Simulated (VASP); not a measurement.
# Cu12CO in VASP: single point with PBE+D3(BJ)

Aim: the single point of Cu12CO with PBE+D3(BJ).

Program: VASP 6.6.1. These are calculated values, not measurements. Logs are shortened: lines on timing, memory, paths and dates and some standing lists are left out, and cuts for length are marked.

**1. The cell of the first run**

The cell holds a slab with vacuum, 14 atoms: a = 5.039 Å, b = 5.039 Å, c = 22.872 Å, α = 90.00°, β = 90.00°, γ = 120.00°.

**2. Single point, PBE+D3(BJ)**

The input, INCAR:

```
SYSTEM = Cu12CO
ALGO     = Normal         ! electronic algorithm
DIPOL    = 0.5 0.5 0.304
EDIFF    = 1E-6           ! SCF threshold, eV
ENCUT    = 520            ! plane-wave cutoff, eV
GGA      = PE             ! functional
IDIPOL   = 3            
ISIF     = 2              ! what is computed and relaxed
ISMEAR   = 0              ! smearing method
IVDW     = 12             ! dispersion correction
LASPH    = .True.         ! aspherical terms in the spheres
LCHARG   = .False.        ! write CHGCAR
LDIPOL   = .True.       
LREAL    = .False.        ! projectors in reciprocal space
LWAVE    = .False.        ! write WAVECAR
NBANDS   = 84             ! bands
NELM     = 100            ! most SCF steps
PREC     = Accurate       ! precision mode
SIGMA    = 0.1            ! smearing width, eV
```

The input, KPOINTS:

```
k-points
0
Gamma
  6 6 1
  0 0 0
```

The input, POSCAR:

```
Cu12CO
1.0
    5.0393684011      0.0000000000      0.0000000000
   -2.5196842005      4.3642210544      0.0000000000
    0.0000000000      0.0000000000     22.8721943999
Cu O C
12 1 1
Direct
    0.3333333333      0.1666666667      0.1748848375
    0.3333333333      0.6666666667      0.1748848375
    0.8333333333      0.1666666667      0.1748848375
    0.8333333333      0.6666666667      0.1748848375
    0.1666666667      0.3333333333      0.2649977796
    0.1666666667      0.8333333333      0.2649977796
    0.6666666667      0.3333333333      0.2649977796
    0.6666666667      0.8333333333      0.2649977796
    0.0000000000      0.0000000000      0.3551121619
    0.0000000000      0.5000000000      0.3551121619
    0.5000000000      0.0000000000      0.3551121619
    0.5000000000      0.5000000000      0.3551121619
    0.0000000000      0.2500000000      0.5125085156
    0.0000000000      0.2500000000      0.5627879063
```

Potentials or basis: VASP PAW PBE potentials, release 64 (Cu, O, C).

Run with:

```console
> cat potpaw_PBE.64/Cu/POTCAR potpaw_PBE.64/O/POTCAR potpaw_PBE.64/C/POTCAR > POTCAR
> mpirun -np 1 vasp_std > vasp.out
```

OUTCAR:

```text
SYSTEM = Cu12CO
   EDIFF = 1E-6
   ENCUT = 520
   GGA = PE
   ISIF = 2
   ISMEAR = 0
   IVDW = 12
   LASPH = .True.
   LREAL = .False.
   NELM = 100
   PREC = Accurate
 IVDW          = 12

 ion  position               nearest neighbor table
   1  0.333  0.167  0.175-   2 2.52   2 2.52   3 2.52   3 2.52   4 2.52   4 2.52   5 2.52   6 2.52
                             7 2.52
   2  0.333  0.667  0.175-   1 2.52   1 2.52   4 2.52   4 2.52   3 2.52   3 2.52   6 2.52   5 2.52
                             8 2.52
   3  0.833  0.167  0.175-   4 2.52   4 2.52   1 2.52   1 2.52   2 2.52   2 2.52   7 2.52   8 2.52
                             5 2.52
   4  0.833  0.667  0.175-   3 2.52   3 2.52   2 2.52   2 2.52   1 2.52   1 2.52   8 2.52   7 2.52
                             6 2.52
   5  0.167  0.333  0.265-   6 2.52   6 2.52   7 2.52   7 2.52   8 2.52   8 2.52   1 2.52   2 2.52
                             3 2.52   9 2.52  12 2.52  10 2.52
   6  0.167  0.833  0.265-   5 2.52   5 2.52   8 2.52   8 2.52   7 2.52   7 2.52   2 2.52   1 2.52
                             4 2.52  10 2.52  11 2.52   9 2.52
   7  0.667  0.333  0.265-   8 2.52   8 2.52   5 2.52   5 2.52   6 2.52   6 2.52   3 2.52   4 2.52
                             1 2.52  11 2.52  10 2.52  12 2.52
   8  0.667  0.833  0.265-   7 2.52   7 2.52   6 2.52   6 2.52   5 2.52   5 2.52   4 2.52   3 2.52
                             2 2.52  12 2.52   9 2.52  11 2.52
   9  0.000  0.000  0.355-  10 2.52  10 2.52  11 2.52  11 2.52  12 2.52  12 2.52   5 2.52   8 2.52
                             6 2.52
  10  0.000  0.500  0.355-   9 2.52   9 2.52  12 2.52  12 2.52  11 2.52  11 2.52   6 2.52   7 2.52
                             5 2.52
  11  0.500  0.000  0.355-  12 2.52  12 2.52   9 2.52   9 2.52  10 2.52  10 2.52   7 2.52   6 2.52
                             8 2.52
  12  0.500  0.500  0.355-  11 2.52  11 2.52  10 2.52  10 2.52   9 2.52   9 2.52   8 2.52   5 2.52
                             7 2.52
  13  0.000  0.250  0.513-  14 1.15
  14  0.000  0.250  0.563-  13 1.15

  LATTYP: Found a hexagonal cell.
 ALAT       =     5.0393684011
 C/A-ratio  =     4.5387025872

  Lattice vectors:

 A1 = (   5.0393684011,   0.0000000000,   0.0000000000)
 A2 = (  -2.5196842005,   4.3642210544,   0.0000000000)
 A3 = (   0.0000000000,   0.0000000000,  22.8721943999)

Analysis of symmetry for initial positions (statically):
=====================================================================
 Subroutine PRICEL returns:
 Original cell was already a primitive cell.

 Routine SETGRP: Setting up the symmetry group for a
 hexagonal supercell.

 Subroutine GETGRP returns: Found  2 space group operations
 (whereof  1 operations were pure point group operations)
 out of a pool of 24 trial point group operations.

The static configuration has the point symmetry C_1 .
 The point group associated with its full space group is C_1h.

Analysis of symmetry for dynamics (positions and initial velocities):
=====================================================================
 Subroutine PRICEL returns:
 Original cell was already a primitive cell.

 Routine SETGRP: Setting up the symmetry group for a
 hexagonal supercell.

 Subroutine GETGRP returns: Found  2 space group operations
 (whereof  1 operations were pure point group operations)
 out of a pool of 24 trial point group operations.

The dynamic configuration has the point symmetry C_1 .
 The point group associated with its full space group is C_1h.

 Subroutine INISYM returns: Found  2 space group operations
 (whereof  1 operations are pure point group operations),
 and found     1 'primitive' translations

----------------------------------------------------------------------------------------

                                     Primitive cell

  volume of cell :     503.0263

  direct lattice vectors                    reciprocal lattice vectors
     5.039368401  0.000000000  0.000000000     0.198437566  0.114567982  0.000000000
    -2.519684200  4.364221054  0.000000000     0.000000000  0.229135964  0.000000000
     0.000000000  0.000000000 22.872194400     0.000000000  0.000000000  0.043721209

  length of vectors
     5.039368401  5.039368401 22.872194400     0.229135964  0.229135964  0.043721209

  position of ions in fractional coordinates (direct lattice)
     0.333333333  0.166666667  0.174884838
     0.333333333  0.666666667  0.174884838
     0.833333333  0.166666667  0.174884838
     0.833333333  0.666666667  0.174884838
     0.166666667  0.333333333  0.264997780
     0.166666667  0.833333333  0.264997780
[... 49 lines left out ...]

 Found     13 irreducible k-points:

 Following reciprocal coordinates:
            Coordinates               Weight
  0.000000  0.000000  0.000000      1.000000
  0.166667  0.000000  0.000000      2.000000
  0.000000  0.166667  0.000000      4.000000
  0.333333 -0.000000  0.000000      2.000000
  0.000000  0.333333  0.000000      4.000000
  0.500000 -0.000000  0.000000      1.000000
  0.000000  0.500000  0.000000      2.000000
  0.166667  0.166667  0.000000      4.000000
 -0.166667  0.333333  0.000000      2.000000
  0.333333  0.166667  0.000000      4.000000
 -0.166667  0.500000  0.000000      4.000000
  0.500000  0.333333  0.000000      4.000000
  0.333333  0.333333  0.000000      2.000000
   k-points           NKPTS =     13   k-points in BZ     NKDIM =     13   number of bands    NBANDS=     84
   number of dos      NEDOS =    301   number of ions     NIONS =     14
   total plane-waves  NPLWV = 288000
   dimension x,y,z NGX =    40 NGY =   40 NGZ =  180
   dimension x,y,z NGXF=    80 NGYF=   80 NGZF=  360
   ions per type =              12   1   1
   NGX,Y,Z   is equivalent  to a cutoff of  13.20, 13.20, 13.08 a.u.
   NGXF,Y,Z  is equivalent  to a cutoff of  26.39, 26.39, 26.17 a.u.
 SYSTEM =  Cu12CO
   PREC   = accura    normal or accurate (medium, high low for compatibility)
   ISTART =      0    job   : 0-new  1-cont  2-samecut
   ICHARG =      2    charge: 1-file 2-atom 10-const
   ISPIN  =      1    spin polarized calculation?
   LNONCOLLINEAR =      F non collinear calculations
   LSORBIT =      F    spin-orbit coupling
   LASPH  =      T    aspherical Exc in radial PAW
   ENCUT  =  520.0 eV  38.22 Ry    6.18 a.u.   9.37  9.37 42.53*2*pi/ulx,y,z
   NELM   =    100;   NELMIN=  2; NELMDL= -5     # of ELM steps
   EDIFF  = 0.1E-05   stopping-criterion for ELM
   LREAL  =      F    real-space projection
[... 7 lines left out ...]
   TEBEG  =    0.0;   TEEND  =   0.0 temperature during run
   PSTRESS=    0.0 pullay stress
   NELECT =     142.0000    total number of electrons
   NUPDOWN=      -1.0000    fix difference up-down
   EMIN   =  10.00;   EMAX   =-10.00  energy-range for DOS
   EFERMI =   0.00;   METHOD = LEGACY
   ISMEAR =     0;   SIGMA  =   0.10  broadening in eV -4-tet -1-fermi 0-gaus
   EFERMI_NEDOS =   21; number of points for ismear=-14 and -15
   IALGO  =     38    algorithm
   IMIX   =      4    mixing-type and parameters
     AMIX     =   0.40;   BMIX     =  1.00
     AMIX_MAG =   1.60;   BMIX_MAG =  1.00
  volume/ion in A,a.u.               =      35.93       242.47
  Fermi-wavevector in a.u.,A,eV,Ry     =   1.073925  2.029424 15.691809  1.153315
  Thomas-Fermi vector in A             =   2.209739
   LORBIT       =      0    0 simple, 1 ext, 2 COOP (PROOUT), +10 PAW based schemes
   GGA     = PE    functional components
   LHFCALC =     F    Hartree Fock is set to
   AEXX    =    0.0000 exact exchange contribution
   IVDW    =    12    specifies the selected vdW correction
   LEPSILON=     F    determine dielectric tensor
   LRPA    =     F    only Hartree local field effects (RPA)
 non-spin polarized calculation
 Gauss-broadening in eV      SIGMA  =   0.10
  energy-cutoff  :      520.00
  volume of cell :      503.03
 maximum number of plane-waves:     13633
 NGX is ok and might be reduce to    40
   NGX = 19   NGY = 19   NGZ = 85

 dipolmoment           0.000000      0.000000     -0.000370 electrons x Angstroem

 number of electron     141.9999971 magnetization

 dipolmoment           0.000000      0.000000      0.016119 electrons x Angstroem

 Free energy of the ion-electron system (eV)
  ---------------------------------------------------
  ext. energy  EPLUGINS =         0.00000000
  ---------------------------------------------------
  free energy    TOTEN  =       -55.71613174 eV

  energy without entropy =      -55.64072158  energy(sigma->0) =      -55.67842666

 E-fermi :  -0.9211     XC(G=0):  -5.0314

 val. band max:       -0.9352219949   @ k =   0.0000   0.1667   0.0000
 cond. band min:      -0.9065223588   @ k =   0.0000   0.1667   0.0000
 fundamental gap:      0.0286996361
 Fermi energy:        -0.9210759107

 k-point     1 :       0.0000    0.0000    0.0000
  band No.  band energies     occupation
      1     -25.5187      2.00000
      2     -10.4373      2.00000
      3      -9.8049      2.00000
      4      -8.0216      2.00000
      5      -8.0209      2.00000
      6      -7.7521      2.00000
[... 1107 lines left out ...]
     82       3.4009      0.00000
     83       4.0239      0.00000
 [bands above 83 left out]

------------------------ aborting loop because EDIFF is reached ----------------------------------------

 vacuum level on the upper side and lower side of the slab       (xc-potential included)         0.057        -0.117

 Edisp (eV)   -4.86469

 E8    (eV) :    -2.1673

  FORCE on cell =-STRESS in cart. coord.  units (eV):
  Direction    XX          YY          ZZ          XY          YZ          ZX
  --------------------------------------------------------------------------------------
  -------------------------------------------------------------------------------------
  Total      -3.13891    -3.14163    -0.35595     0.00236     0.00004     0.00006
  in kB      -9.99767   -10.00633    -1.13371     0.00750     0.00011     0.00019
  external pressure =       -7.05 kB  Pullay stress =        0.00 kB

 VOLUME and BASIS-vectors are now :
 -----------------------------------------------------------------------------
  energy-cutoff  :      520.00
  volume of cell :      503.03
      direct lattice vectors                 reciprocal lattice vectors
     5.039368401  0.000000000  0.000000000     0.198437566  0.114567982  0.000000000
    -2.519684200  4.364221054  0.000000000     0.000000000  0.229135964  0.000000000
     0.000000000  0.000000000 22.872194400     0.000000000  0.000000000  0.043721209

 POSITION                                       TOTAL-FORCE (eV/Angst)
 -----------------------------------------------------------------------------------
      1.25984      0.72737      4.00000         0.000430     -0.000258     -0.047418
     -0.00000      2.90948      4.00000        -0.000008      0.000501     -0.047418
      3.77953      0.72737      4.00000        -0.000359     -0.000207     -0.050363
      2.51968      2.90948      4.00000        -0.000078     -0.000045     -0.046772
      0.00000      1.45474      6.06108        -0.001447     -0.000836      0.003507
     -1.25984      3.63685      6.06108        -0.000223     -0.000128      0.001801
      2.51968      1.45474      6.06108         0.001403     -0.000565      0.002883
      1.25984      3.63685      6.06108         0.000212      0.001498      0.002883
      0.00000      0.00000      8.12219         0.002189     -0.004136      0.054976
     -1.25984      2.18211      8.12219        -0.002488      0.003964      0.054976
      2.51968      0.00000      8.12219        -0.002506     -0.001447      0.053225
      1.25984      2.18211      8.12219         0.002895      0.001672      0.055138
     -0.62992      1.09106     11.72219        -0.000034     -0.000020      0.699170
     -0.62992      1.09106     12.87219         0.000014      0.000008     -0.736588
 -----------------------------------------------------------------------------------
    total drift:                               -0.000056     -0.000033     -0.006507

  FREE ENERGIE OF THE ION-ELECTRON SYSTEM (eV)
  ---------------------------------------------------
  free  energy   TOTEN  =       -60.5808261391 eV

  energy  without entropy=      -60.5054159816  energy(sigma->0) =      -60.54312106

 vacuum level on the upper side and lower side of the slab         3.904         3.759
```

Wall time 16 min (1 thread of Intel Xeon 6975P-C (Granite Rapids), shared host); peak memory 0.82 GiB.

Results:

* Free energy: -60.5808 eV
* Largest force: 0.737 eV/Å
* Band gap on the k mesh: zero (bands 71 and 72 overlap by 0.41 eV)
* Dispersion energy per atom: -0.347 eV

Forces on the atoms (eV/Å):
```
Cu   0.000  0.000 -0.047
Cu   0.000  0.001 -0.047
Cu   0.000  0.000 -0.050
Cu   0.000  0.000 -0.047
Cu  -0.001 -0.001  0.004
Cu   0.000  0.000  0.002
Cu   0.001 -0.001  0.003
Cu   0.000  0.001  0.003
Cu   0.002 -0.004  0.055
Cu  -0.002  0.004  0.055
Cu  -0.003 -0.001  0.053
Cu   0.003  0.002  0.055
O    0.000  0.000  0.699
C    0.000  0.000 -0.737
```

Levels at points of the mesh, in eV from the Fermi level:
| k point | band 67 | band 68 | band 69 | band 70 | band 71 | band 72 | band 73 | band 74 |
| --- | --- | --- | --- | --- | --- | --- | --- | --- |
| (0.00, 0.00, 0.00) | -1.34 | -1.34 | -0.14 | 0.03 | 0.03 | 0.03 | 1.22 | 1.22 |
| (0.50, 0.00, 0.00) | -1.62 | -1.54 | -1.54 | 0.05 | 0.05 | 0.31 | 0.33 | 1.23 |
| (0.00, 0.50, 0.00) | -1.62 | -1.54 | -1.54 | 0.05 | 0.05 | 0.31 | 0.33 | 1.23 |

With open d or f shells a metallic result of PBE can be an artefact of self-interaction; +U or a hybrid may open a gap.

The gap in the log of VASP goes by the Fermi energy; the results here count the filled bands.